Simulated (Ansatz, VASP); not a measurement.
HfO2: VASP beside Ansatz

```
Hf O
1.0
     3.57682    0.00000    0.00000
     0.00000    3.57682    0.00000
     0.00000    0.00000    5.20267
Hf O
2 4
Cartesian
  1.7884 1.7884 2.5744
  0.0000 0.0000 -0.0269
  0.0000 1.7884 3.7719
  1.7884 0.0000 4.3321
  1.7884 0.0000 1.7308
  0.0000 1.7884 1.1706
```

Change from the starting cell: mode 10 (318.6 1/cm) frozen in, largest displacement +0.150 Å.

Alike in both runs: task single point; functional r2SCAN; k mesh 6 × 6 × 6; occupations gaussian, width 0.05 eV; no spin polarisation.

```csv
,VASP,Ansatz
version,VASP 6.6.1,Ansatz 0.2.0
potentials or method,"VASP PAW PBE potentials, release 64 (Hf_pv, O), cutoff 520 eV","scalar-relativistic, plane waves, PAW"
valence electrons in the cell,44,76
```

|  | VASP | Ansatz | Ansatz less VASP |
| --- | --- | --- | --- |
| gap on the k mesh at the Fermi level (eV) | 5.17 | 5.19 | +0.011 |
| least direct gap on the mesh (eV) | 5.19 | 5.19 | +0.001 |
| pressure (GPa) | -0.1 | 3.4 | +3.49 |
| traceless stress, the component that is largest in VASP (GPa) | -0.91 | -1.12 | -0.206 |
| rms of the force components (eV/Å) | 0.694 | 0.720 | +0.0263 |

VASP's potentials were made for PBE, not for r2SCAN. Atom by atom the forces differ by 0.037 eV/Å (rms over components). VASP's potentials hold 44 valence electrons a cell and Ansatz's 76, so a difference there can come from the potentials and not from the codes.

Neither program's run includes spin-orbit coupling.
